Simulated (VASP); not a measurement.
Here is a VASP 6.6.1 calculation.

Contents of POSCAR:

```
ZnO
1.0
    0.0754600268      2.1469243276      2.1469243276
    2.1469243276      0.0754600268      2.1469243276
    2.1469243276      2.1469243276      0.0754600268
Zn O
1 1
Direct
    0.0000000000      0.0000000000      0.0000000000
    0.5000000000      0.5000000000      0.5000000000
```

The input INCAR.step1:

```
PREC     = Accurate       # precision mode
ENCUT    = 910            # plane-wave cutoff, eV
ISMEAR   = 0              # smearing method
SIGMA    = 0.01           # smearing width, eV
LREAL    = F              # projectors in reciprocal space
LASPH    = T              # aspherical terms in the spheres
NELM     = 120            # most SCF steps
NBANDS   = 16             # bands
GGA      = PE             # functional
ALGO     = Normal         # electronic algorithm
EDIFF    = 1E-5           # SCF threshold, eV
LWAVE    = T              # write WAVECAR
LCHARG   = F              # write CHGCAR
GGA_COMPAT= F
```

The input INCAR.step2:

```
PREC     = Accurate       # precision mode
ENCUT    = 910            # plane-wave cutoff, eV
EDIFF    = 1E-6           # SCF threshold, eV
ISMEAR   = 0              # smearing method
SIGMA    = 0.01           # smearing width, eV
LREAL    = F              # projectors in reciprocal space
LASPH    = T              # aspherical terms in the spheres
NELM     = 120            # most SCF steps
ALGO     = Normal         # electronic algorithm
ISIF     = 2              # what is computed and relaxed
LWAVE    = F              # write WAVECAR
LCHARG   = F              # write CHGCAR
METAGGA  = R2SCAN         # meta-GGA
LMIXTAU  = T            
NBANDS   = 16             # bands
ISTART   = 1            
GGA_COMPAT= F
```

Contents of KPOINTS:

```
regular mesh
0
Gamma
  10 10 10
```

Potentials or basis: VASP PAW PBE potentials, release 64 (Zn, O_h).

Command:

```bash
$ cat potpaw_PBE.64/Zn/POTCAR potpaw_PBE.64/O_h/POTCAR > POTCAR
$ cp INCAR.step1 INCAR
$ mpirun -np 1 vasp_std > vasp.out
$ cp INCAR.step2 INCAR
$ mpirun -np 1 vasp_std > vasp.out
```

Question: Estimate the pressure.

Answer: 8.6 GPa.

Question: Estimate the band gap on the k mesh.

Answer: 1.65 eV (least direct gap 3.12 eV).

Stress tensor (GPa, compression positive):
```
 8.63 -3.58 -3.58
-3.58  8.63 -3.58
-3.58 -3.58  8.63
```

Caveat: the cell differs from its parent crystal (epitaxial 111 strain -2.9%); the cutoff is under 1.25 times the usual one of these potentials, so pressure, stress and relaxed cells hold a basis-set (Pulay) error; the cell stands under pressure; the PAW data sets were made with another functional, which shifts forces and pressure a little. A k mesh can miss the band edges.
